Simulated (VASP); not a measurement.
# Bi (Fd-3m) in VASP: single point with LDA

Aim: the single point of Bi with LDA.

All numbers are computed with VASP 6.6.1; they aren't measurements. Logs are shortened: lines on timing, memory, paths and dates and some standing lists are left out, and cuts for length are marked.

**1. The cell of the first run**

The structure is cubic, space group Fd-3m (No. 227). The conventional cell has a = 7.104 Å, b = 7.104 Å, c = 7.104 Å, α = 90.00°, β = 90.00°, γ = 90.00°. Bi (site symmetry -43m) has 4 Bi at 3.08 Å within 4.0 Å.

**2. Single point, LDA**

Contents of INCAR:

```
PREC     = Accurate       # precision mode
ENCUT    = 520            # plane-wave cutoff, eV
EDIFF    = 1E-7           # SCF threshold, eV
ISMEAR   = -1             # smearing method
SIGMA    = 0.13605693000000002 # smearing width, eV
LREAL    = False          # projectors in reciprocal space
LASPH    = True           # aspherical terms in the spheres
NELM     = 80             # most SCF steps
ALGO     = Normal         # electronic algorithm
ISIF     = 2              # what is computed and relaxed
LWAVE    = False          # write WAVECAR
LCHARG   = True           # write CHGCAR
LELF     = True           # ELF
LVHAR    = True         
NBANDS   = 22             # bands
```

Contents of KPOINTS:

```
regular mesh
0
Gamma
  8 8 8
```

Contents of POSCAR:

```
Bi
1.0
    0.0000000000      3.5520387681      3.5520387681
    3.5520387681      0.0000000000      3.5520387681
    3.5520387681      3.5520387681      0.0000000000
Bi
2
Direct
    0.0000000000      0.0000000000      0.0000000000
    0.2500000000      0.2500000000      0.2500000000
```

Potentials or basis: VASP PAW LDA potentials, release 64 (Bi_d).

Command:

```sh
> cat potpaw_LDA.64/Bi_d/POTCAR > POTCAR
> mpirun -np 1 vasp_std > vasp.out
```

OUTCAR:

```text
PREC = Accurate
   ENCUT = 520
   EDIFF = 1E-7
   ISMEAR = -1
   LREAL = False
   LASPH = True
   NELM = 80
   ISIF = 2

 ion  position               nearest neighbor table
   1  0.000  0.000  0.000-   2 3.08   2 3.08   2 3.08   2 3.08
   2  0.250  0.250  0.250-   1 3.08   1 3.08   1 3.08   1 3.08

  LATTYP: Found a face centered cubic cell.
 ALAT       =     7.1040775362

  Lattice vectors:

 A1 = (   0.0000000000,   3.5520387681,   3.5520387681)
 A2 = (   3.5520387681,   0.0000000000,   3.5520387681)
 A3 = (   3.5520387681,   3.5520387681,   0.0000000000)

Analysis of symmetry for initial positions (statically):
=====================================================================
 Subroutine PRICEL returns:
 Original cell was already a primitive cell.

 Routine SETGRP: Setting up the symmetry group for a
 face centered cubic supercell.

 Subroutine GETGRP returns: Found 48 space group operations
 (whereof 24 operations were pure point group operations)
 out of a pool of 48 trial point group operations.

The static configuration has the point symmetry T_d .
 The point group associated with its full space group is O_h .

Analysis of symmetry for dynamics (positions and initial velocities):
=====================================================================
 Subroutine PRICEL returns:
 Original cell was already a primitive cell.

 Routine SETGRP: Setting up the symmetry group for a
 face centered cubic supercell.

 Subroutine GETGRP returns: Found 48 space group operations
 (whereof 24 operations were pure point group operations)
 out of a pool of 48 trial point group operations.

The dynamic configuration has the point symmetry T_d .
 The point group associated with its full space group is O_h .

 Subroutine INISYM returns: Found 48 space group operations
 (whereof 24 operations are pure point group operations),
 and found     1 'primitive' translations

----------------------------------------------------------------------------------------

                                     Primitive cell

  volume of cell :      89.6320

  direct lattice vectors                    reciprocal lattice vectors
     0.000000000  3.552038768  3.552038768    -0.140764229  0.140764229  0.140764229
     3.552038768  0.000000000  3.552038768     0.140764229 -0.140764229  0.140764229
     3.552038768  3.552038768  0.000000000     0.140764229  0.140764229 -0.140764229

  length of vectors
     5.023341400  5.023341400  5.023341400     0.243810797  0.243810797  0.243810797
[... 73 lines left out ...]
   ISTART =      0    job   : 0-new  1-cont  2-samecut
   ICHARG =      2    charge: 1-file 2-atom 10-const
   ISPIN  =      1    spin polarized calculation?
   LNONCOLLINEAR =      F non collinear calculations
   LSORBIT =      F    spin-orbit coupling
   LASPH  =      T    aspherical Exc in radial PAW
   ENCUT  =  520.0 eV  38.22 Ry    6.18 a.u.   9.34  9.34  9.34*2*pi/ulx,y,z
   NELM   =     80;   NELMIN=  2; NELMDL= -5     # of ELM steps
   EDIFF  = 0.1E-06   stopping-criterion for ELM
   LREAL  =      F    real-space projection
   EDIFFG = 0.1E-05   stopping-criterion for IOM
   NSW    =      0    number of steps for IOM
   IBRION =     -1    ionic relax: 0-MD 1-quasi-New 2-CG
   NFREE  =      0    steps in history (QN), initial steepest desc. (CG)
   ISIF   =      2    stress and relaxation
   ISYM   =      2    0-nonsym 1-usesym 2-fastsym
   POTIM  = 0.5000    time-step for ionic-motion
   TEBEG  =    0.0;   TEEND  =   0.0 temperature during run
   PSTRESS=    0.0 pullay stress
   NELECT =      30.0000    total number of electrons
   NUPDOWN=      -1.0000    fix difference up-down
   EMIN   =  10.00;   EMAX   =-10.00  energy-range for DOS
   EFERMI =   0.00;   METHOD = LEGACY
   ISMEAR =    -1;   SIGMA  =   0.14  broadening in eV -4-tet -1-fermi 0-gaus
   EFERMI_NEDOS =   21; number of points for ismear=-14 and -15
   IALGO  =     38    algorithm
   IMIX   =      4    mixing-type and parameters
     AMIX     =   0.40;   BMIX     =  1.00
     AMIX_MAG =   1.60;   BMIX_MAG =  1.00
  volume/ion in A,a.u.               =      44.82       302.43
  Fermi-wavevector in a.u.,A,eV,Ry     =   1.136652  2.147961 17.578427  1.291978
  Thomas-Fermi vector in A             =   2.273357
   LORBIT       =      0    0 simple, 1 ext, 2 COOP (PROOUT), +10 PAW based schemes
   GGA     = CA    functional components
   LHFCALC =     F    Hartree Fock is set to
   AEXX    =    0.0000 exact exchange contribution
   IVDW    =     0    specifies the selected vdW correction
   LEPSILON=     F    determine dielectric tensor
   LRPA    =     F    only Hartree local field effects (RPA)
 non-spin polarized calculation
  energy-cutoff  :      520.00
  volume of cell :       89.63
 maximum number of plane-waves:      2450
 NGX is ok and might be reduce to    40
   NGX = 19   NGY = 19   NGZ = 19

 number of electron      30.0000009 magnetization

 Free energy of the ion-electron system (eV)
  ---------------------------------------------------
  ext. energy  EPLUGINS =         0.00000000
  ---------------------------------------------------
  free energy    TOTEN  =        -8.56024384 eV

  energy without entropy =       -8.48623026  energy(sigma->0) =       -8.52323705

 E-fermi :   3.9096     XC(G=0):  -8.5191

 val. band max:        3.8011320861   @ k =  -0.3750   0.3750   0.1250
 cond. band min:       3.9493211479   @ k =  -0.3750   0.5000   0.1250
 fundamental gap:      0.1481890618
 Fermi energy:         3.9096272480

 k-point     1 :       0.0000    0.0000    0.0000
  band No.  band energies     occupation
      1     -18.9009      2.00000
      2     -18.9009      2.00000
      3     -18.9009      2.00000
      4     -18.8490      2.00000
      5     -18.8490      2.00000
      6     -18.6450      2.00000
[... 589 lines left out ...]
     21      11.1729      0.00000
     22      11.4857      0.00000

 [... further k-points ...]
[... 5 lines left out ...]
  --------------------------------------------------------------------------------------
  -------------------------------------------------------------------------------------
  Total        0.0352895      0.0352895      0.0352895     -0.0000000     -0.0000000      0.0000000
  in kB        0.6308022      0.6308022      0.6308022     -0.0000000     -0.0000000      0.0000000
  external PRESSURE =       0.6308022 kB  Pullay stress =       0.0000000 kB

 VOLUME and BASIS-vectors are now :
 -----------------------------------------------------------------------------
  energy-cutoff  :      520.00
  volume of cell :       89.63
      direct lattice vectors                 reciprocal lattice vectors
     0.000000000  3.552038768  3.552038768    -0.140764229  0.140764229  0.140764229
     3.552038768  0.000000000  3.552038768     0.140764229 -0.140764229  0.140764229
     3.552038768  3.552038768  0.000000000     0.140764229  0.140764229 -0.140764229

 POSITION                                       TOTAL-FORCE (eV/Angst)
 -----------------------------------------------------------------------------------
      0.00000      0.00000      0.00000        -0.000000     -0.000000     -0.000000
      1.77602      1.77602      1.77602         0.000000      0.000000      0.000000
 -----------------------------------------------------------------------------------
    total drift:                               -0.000000      0.000000      0.000000

  FREE ENERGIE OF THE ION-ELECTRON SYSTEM (eV)
  ---------------------------------------------------
  free  energy   TOTEN  =        -8.5602438385 eV

  energy  without entropy=       -8.4862302572  energy(sigma->0) =       -8.52323705
```

stdout:

```text
POSCAR found type information on POSCAR Bi
 POSCAR found :  1 types and       2 ions
 scaLAPACK will be used
 LDA part: xc-table for (Slater(with rela. corr.)+CA(PZ))
 , standard interpolation
 POSCAR, INCAR and KPOINTS ok, starting setup
 FFT: planning ... GRIDC
 FFT: planning ... GRID_SOFT
 FFT: planning ... GRID
 WAVECAR not read
 entering main loop
```

Run time: 76 s. Hardware: 1 thread of Intel Xeon Platinum 8259CL at 2.50GHz (Skylake/Cascade Lake), shared host; peak memory 0.21 GiB.

What came out:

```
Free energy            : -8.5602 eV
Pressure               : 0.1 GPa
Band gap on the k mesh : zero (band 15 reaches 4.60 eV, above the bottom of band 16 at 3.45 eV)
```

Caveat: spin-orbit coupling is left out, which moves the levels of the heavy elements.
